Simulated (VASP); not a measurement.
# N (P6_3/mmc) in VASP: relaxation of cell and atoms with PBEsol

Aim: the relaxation of cell and atoms of N with PBEsol.

Everything below comes from runs of VASP 6.6.1. Logs are shortened: lines on timing, memory, paths and dates and some standing lists are left out, and cuts for length are marked.

## 1. The cell of the first run

It takes space group P6_3/mmc (No. 194, hexagonal). Conventional cell: a = 4.167 Å, b = 4.167 Å, c = 7.006 Å, α = 90.00°, β = 90.00°, γ = 120.00°. N (site symmetry 3m) has 1 N at 1.11 Å within 1.5 Å.

## 2. Relaxation of cell and atoms, PBEsol

Input file INCAR:

```
SYSTEM = N
PREC     = Accurate       ! precision mode
ENCUT    = 600            ! plane-wave cutoff, eV
EDIFF    = 1E-6           ! SCF threshold, eV
ISMEAR   = -1             ! smearing method
SIGMA    = 0.1            ! smearing width, eV
LREAL    = .False.        ! projectors in reciprocal space
LASPH    = .True.         ! aspherical terms in the spheres
NELM     = 80             ! most SCF steps
ALGO     = Normal         ! electronic algorithm
ISIF     = 3              ! what is computed and relaxed
LWAVE    = .False.        ! write WAVECAR
LCHARG   = .False.        ! write CHGCAR
GGA      = PS             ! functional
IBRION   = 2              ! ionic algorithm
NSW      = 100            ! ionic steps
EDIFFG   = -0.002         ! ionic threshold
```

Input file KPOINTS:

```
regular mesh
0
Gamma
  8 8 4
  0 0 0
```

Input file POSCAR:

```
N
1.0
    4.1672328106      0.0000000000      0.0000000000
   -2.0836164053      3.6089294775      0.0000000000
    0.0000000000      0.0000000000      7.0060035100
N
4
Direct
    0.3333333333      0.6666666667      0.3289300400
    0.3333333333      0.6666666667      0.1710699600
    0.6666666667      0.3333333333      0.8289300400
    0.6666666667      0.3333333333      0.6710699600
```

Potentials or basis: VASP PAW PBE potentials, release 64 (N).

Started as:

```console
$ cat potpaw_PBE.64/N/POTCAR > POTCAR
$ mpirun -np 1 vasp_std > vasp.out
```

OUTCAR:

```text
SYSTEM = N
   PREC = Accurate
   ENCUT = 600
   EDIFF = 1E-6
   ISMEAR = -1
   LREAL = .False.
   LASPH = .True.
   NELM = 80
   ISIF = 3
   GGA = PS
   IBRION = 2
   NSW = 100
   EDIFFG = -0.002

 ion  position               nearest neighbor table
   1  0.333  0.667  0.329-   2 1.11
   2  0.333  0.667  0.171-   1 1.11
   3  0.667  0.333  0.829-   4 1.11
   4  0.667  0.333  0.671-   3 1.11

  LATTYP: Found a hexagonal cell.
 ALAT       =     4.1672328106
 C/A-ratio  =     1.6812124084

  Lattice vectors:

 A1 = (   4.1672328106,   0.0000000000,   0.0000000000)
 A2 = (  -2.0836164053,   3.6089294775,   0.0000000000)
 A3 = (   0.0000000000,   0.0000000000,   7.0060035100)

Analysis of symmetry for initial positions (statically):
=====================================================================
 Subroutine PRICEL returns:
 Original cell was already a primitive cell.

 Routine SETGRP: Setting up the symmetry group for a
 hexagonal supercell.

 Subroutine GETGRP returns: Found 24 space group operations
 (whereof 12 operations were pure point group operations)
 out of a pool of 24 trial point group operations.

The static configuration has the point symmetry D_3d.
 The point group associated with its full space group is D_6h.

Analysis of symmetry for dynamics (positions and initial velocities):
=====================================================================
 Subroutine PRICEL returns:
 Original cell was already a primitive cell.

 Routine SETGRP: Setting up the symmetry group for a
 hexagonal supercell.

 Subroutine GETGRP returns: Found 24 space group operations
 (whereof 12 operations were pure point group operations)
 out of a pool of 24 trial point group operations.

The dynamic configuration has the point symmetry D_3d.
 The point group associated with its full space group is D_6h.

 Subroutine INISYM returns: Found 24 space group operations
 (whereof 12 operations are pure point group operations),
 and found     1 'primitive' translations

----------------------------------------------------------------------------------------

                                     Primitive cell

  volume of cell :     105.3650

  direct lattice vectors                    reciprocal lattice vectors
     4.167232811  0.000000000  0.000000000     0.239967395  0.138545240  0.000000000
    -2.083616405  3.608929477  0.000000000     0.000000000  0.277090480  0.000000000
     0.000000000  0.000000000  7.006003510     0.000000000  0.000000000  0.142734727

  length of vectors
     4.167232811  4.167232811  7.006003510     0.277090480  0.277090480  0.142734727

  position of ions in fractional coordinates (direct lattice)
     0.333333333  0.666666667  0.328930040
     0.333333333  0.666666667  0.171069960
     0.666666667  0.333333333  0.828930040
     0.666666667  0.333333333  0.671069960

  ion indices of the primitive-cell ions
   primitive index   ion index
                 1           1
                 2           2
                 3           3
                 4           4

----------------------------------------------------------------------------------------

 KPOINTS: regular mesh

Automatic generation of k-mesh.
 Grid dimensions read from file:
 generate k-points for:    8    8    4

 Generating k-lattice:

  Cartesian coordinates                     Fractional coordinates (reciprocal lattice)
     0.029995924  0.017318155  0.000000000     0.125000000  0.000000000  0.000000000
     0.000000000  0.034636310  0.000000000     0.000000000  0.125000000  0.000000000
     0.000000000  0.000000000  0.035683682     0.000000000  0.000000000  0.250000000

  Length of vectors
     0.034636310  0.034636310  0.035683682

  Shift w.r.t. Gamma in fractional coordinates (k-lattice)
     0.000000000  0.000000000  0.000000000

 Subroutine IBZKPT returns following result:
 ===========================================

 Found     30 irreducible k-points:

 Following reciprocal coordinates:
            Coordinates               Weight
  0.000000  0.000000  0.000000      1.000000
  0.125000  0.000000  0.000000      6.000000
  0.250000  0.000000  0.000000      6.000000
  0.375000  0.000000  0.000000      6.000000
  0.500000  0.000000  0.000000      3.000000
  0.125000  0.125000  0.000000      6.000000
[... 16 lines left out ...]
  0.250000  0.000000  0.500000      6.000000
  0.375000  0.000000  0.500000      6.000000
 [... further k-points ...]
   k-points           NKPTS =     30   k-points in BZ     NKDIM =     30   number of bands    NBANDS=     14
   number of dos      NEDOS =    301   number of ions     NIONS =      4
   total plane-waves  NPLWV =  72576
   dimension x,y,z NGX =    36 NGY =   36 NGZ =   56
   dimension x,y,z NGXF=    72 NGYF=   72 NGZF=  112
   ions per type =               4
   NGX,Y,Z   is equivalent  to a cutoff of  14.36, 14.36, 13.29 a.u.
   NGXF,Y,Z  is equivalent  to a cutoff of  28.72, 28.72, 26.58 a.u.
 SYSTEM =  N
   PREC   = accura    normal or accurate (medium, high low for compatibility)
   ISTART =      0    job   : 0-new  1-cont  2-samecut
   ICHARG =      2    charge: 1-file 2-atom 10-const
   ISPIN  =      1    spin polarized calculation?
   LNONCOLLINEAR =      F non collinear calculations
   LSORBIT =      F    spin-orbit coupling
   LASPH  =      T    aspherical Exc in radial PAW
   ENCUT  =  600.0 eV  44.10 Ry    6.64 a.u.   8.32  8.32 13.99*2*pi/ulx,y,z
   NELM   =     80;   NELMIN=  2; NELMDL= -5     # of ELM steps
   EDIFF  = 0.1E-05   stopping-criterion for ELM
   LREAL  =      F    real-space projection
   EDIFFG = -.2E-02   stopping-criterion for IOM
   NSW    =    100    number of steps for IOM
   IBRION =      2    ionic relax: 0-MD 1-quasi-New 2-CG
   NFREE  =      1    steps in history (QN), initial steepest desc. (CG)
   ISIF   =      3    stress and relaxation
   ISYM   =      2    0-nonsym 1-usesym 2-fastsym
   POTIM  = 0.5000    time-step for ionic-motion
   TEBEG  =    0.0;   TEEND  =   0.0 temperature during run
   PSTRESS=    0.0 pullay stress
   NELECT =      20.0000    total number of electrons
   NUPDOWN=      -1.0000    fix difference up-down
   EMIN   =  10.00;   EMAX   =-10.00  energy-range for DOS
   EFERMI =   0.00;   METHOD = LEGACY
   ISMEAR =    -1;   SIGMA  =   0.10  broadening in eV -4-tet -1-fermi 0-gaus
   EFERMI_NEDOS =   21; number of points for ismear=-14 and -15
   IALGO  =     38    algorithm
   IMIX   =      4    mixing-type and parameters
     AMIX     =   0.40;   BMIX     =  1.00
     AMIX_MAG =   1.60;   BMIX_MAG =  1.00
  volume/ion in A,a.u.               =      26.34       177.76
  Fermi-wavevector in a.u.,A,eV,Ry     =   0.940848  1.777944 12.043801  0.885194
  Thomas-Fermi vector in A             =   2.068300
   LORBIT       =      0    0 simple, 1 ext, 2 COOP (PROOUT), +10 PAW based schemes
   GGA     = PS    functional components
   LHFCALC =     F    Hartree Fock is set to
   AEXX    =    0.0000 exact exchange contribution
   IVDW    =     0    specifies the selected vdW correction
   LEPSILON=     F    determine dielectric tensor
   LRPA    =     F    only Hartree local field effects (RPA)
 conjugate gradient relaxation of ions
 non-spin polarized calculation
  energy-cutoff  :      600.00
  volume of cell :      105.37
 maximum number of plane-waves:      3544
 NGX is ok and might be reduce to    36
   NGX = 17   NGY = 17   NGZ = 27

--------------------------------------- Ionic step        1  -------------------------------------------

 number of electron      20.0000005 magnetization

 Free energy of the ion-electron system (eV)
  ---------------------------------------------------
  ext. energy  EPLUGINS =         0.00000000
  ---------------------------------------------------
  free energy    TOTEN  =       -34.14628542 eV

  energy without entropy =      -34.14628542  energy(sigma->0) =      -34.14628542

------------------------ aborting loop because EDIFF is reached ----------------------------------------

  FORCE on cell =-STRESS in cart. coord.  units (eV):
  Direction    XX          YY          ZZ          XY          YZ          ZX
  --------------------------------------------------------------------------------------
  -------------------------------------------------------------------------------------
  Total        0.0172966      0.0172966      1.7700678      0.0000000      0.0000000      0.0000000
  in kB        0.2630110      0.2630110     26.9155937      0.0000000      0.0000000      0.0000000
  external PRESSURE =       9.1472053 kB  Pullay stress =       0.0000000 kB
[... 95 lines left out ...]
  FREE ENERGIE OF THE ION-ELECTRON SYSTEM (eV)
  ---------------------------------------------------
  free  energy   TOTEN  =       -34.1501270378 eV

  energy  without entropy=      -34.1501270376  energy(sigma->0) =      -34.15012704

[... ionic steps 4 to 45 ...]

--------------------------------------- Ionic step       46  -------------------------------------------

 number of electron      19.9999998 magnetization

------------------------ aborting loop because EDIFF is reached ----------------------------------------

  FORCE on cell =-STRESS in cart. coord.  units (eV):
  Direction    XX          YY          ZZ          XY          YZ          ZX
  --------------------------------------------------------------------------------------
  -------------------------------------------------------------------------------------
  Total        0.0003632      0.0003632      0.0089052      0.0000000      0.0000000      0.0000000
  in kB        0.0051354      0.0051354      0.1259128      0.0000000      0.0000000      0.0000000
  external PRESSURE =       0.0453946 kB  Pullay stress =       0.0000000 kB
[... 61 lines left out ...]
  energy  without entropy=      -34.1540718943  energy(sigma->0) =      -34.15407189

--------------------------------------- Ionic step       48  -------------------------------------------

 number of electron      19.9999998 magnetization

 Free energy of the ion-electron system (eV)
  ---------------------------------------------------
  ext. energy  EPLUGINS =         0.00000000
  ---------------------------------------------------
  free energy    TOTEN  =       -34.15407192 eV

  energy without entropy =      -34.15407192  energy(sigma->0) =      -34.15407192

 E-fermi :  -4.6558     XC(G=0):  -5.5324

 val. band max:       -6.8692728648   @ k =   0.0000   0.0000   0.0000
 cond. band min:       0.0239511207   @ k =   0.3750   0.2500   0.0000
 fundamental gap:      6.8932239856
 Fermi energy:        -4.6558045036

 k-point     1 :       0.0000    0.0000    0.0000
  band No.  band energies     occupation
      1     -25.3748      2.00000
      2     -25.3429      2.00000
      3     -11.0309      2.00000
      4     -10.3013      2.00000
      5      -8.7701      2.00000
      6      -8.7701      2.00000
      7      -8.6209      2.00000
      8      -8.6209      2.00000
      9      -7.9514      2.00000
     10      -6.8693      2.00000
     11       0.5673      0.00000
     12       0.5673      0.00000
     13       1.1915      0.00000
     14       1.1915      0.00000
[... 375 lines left out ...]
 k-point    24 :       0.3750    0.0000    0.5000
  band No.  band energies     occupation
      1     -25.3540      2.00000
      2     -25.3540      2.00000
      3     -10.6855      2.00000
      4     -10.6855      2.00000
      5      -8.7988      2.00000
      6      -8.7988      2.00000
      7      -8.7272      2.00000
      8      -8.7272      2.00000
      9      -7.3465      2.00000
     10      -7.3465      2.00000
     11       0.6182      0.00000
     12       0.6182      0.00000
     13       0.8078      0.00000
     14       0.8078      0.00000

 [... further k-points ...]
[... 5 lines left out ...]
  --------------------------------------------------------------------------------------
  -------------------------------------------------------------------------------------
  Total        0.0032266      0.0032266      0.0030108      0.0000000     -0.0000000      0.0000000
  in kB        0.0456211      0.0456211      0.0425703      0.0000000     -0.0000000      0.0000000
  external PRESSURE =       0.0446041 kB  Pullay stress =       0.0000000 kB
[... 19 lines left out ...]
  FREE ENERGIE OF THE ION-ELECTRON SYSTEM (eV)
  ---------------------------------------------------
  free  energy   TOTEN  =       -34.1540719214 eV

  energy  without entropy=      -34.1540719212  energy(sigma->0) =      -34.15407192

 reached required accuracy - stopping structural energy minimisation
```

It took 11 min on 1 thread of Intel Xeon Platinum 8488C (Sapphire Rapids), shared host; peak memory 0.27 GiB.

Results:

| Property | Result |
| --- | --- |
| Free energy | -34.1541 eV |
| Relaxed volume | 28.33 Å³/atom |
| Relaxed cell | a = 4.485 Å, b = 4.485 Å, c = 6.505 Å, α = 90.00°, β = 90.00°, γ = 120.00° |
| Space group after relaxing (to 0.1 Å) | P6_3/mmc (No. 194) |
| Energy gained by relaxing | 1.9 meV/atom |
| Ionic steps | 48 |
| Pressure after relaxing | 0.0 GPa |
| Band gap on the k mesh | 6.89 eV (least direct gap 7.22 eV) |

Step by step:
```tsv
step	energy change (eV)	largest force (eV/Å)	pressure (GPa)	volume (Å³)
1	0.0000	0.8159	0.91	105.37
3	-0.0038	0.2395	-0.26	105.48
5	-0.0042	0.0019	0.01	105.45
7	-0.0042	0.0094	0.02	105.47
9	-0.0044	0.0001	0.01	105.69
11	-0.0048	0.0246	-0.02	106.54
13	-0.0066	0.0001	0.01	109.85
15	-0.0069	0.3586	0.37	113.95
17	-0.0069	0.3552	0.36	113.97
19	-0.0070	0.3375	0.34	114.04
21	-0.0072	0.2676	0.27	114.33
23	-0.0074	0.1355	0.12	114.90
25	-0.0074	0.1147	0.09	115.00
27	-0.0074	0.1318	0.11	114.92
29	-0.0075	0.1174	0.10	114.74
31	-0.0077	0.0540	0.04	113.94
33	-0.0078	0.0067	0.01	113.21
35	-0.0078	0.0342	0.03	113.60
37	-0.0078	0.0154	0.01	113.30
39	-0.0078	0.0076	0.01	113.32
41	-0.0078	0.0061	0.02	113.32
43	-0.0078	0.0076	0.01	113.32
45	-0.0078	0.0034	0.01	113.31
47	-0.0078	0.0041	0.00	113.31
48	-0.0078	0.0012	0.00	113.32
```

Final structure:
```
N
1.0
     4.48485    0.00000    0.00000
    -2.24243    3.88400    0.00000
     0.00000    0.00000    6.50522
N
4
Direct
  0.33333 0.66667 0.33539
  0.33333 0.66667 0.16461
  0.66667 0.33333 0.83539
  0.66667 0.33333 0.66461
```

Caveat: the standard files for N, O and F lose accuracy on very short bonds; this functional lacks dispersion, which holds the molecules together, so the pressure and a relaxed volume are unreliable; the PAW data sets were made with another functional, which shifts forces and pressure a little. A k mesh can miss the band edges.
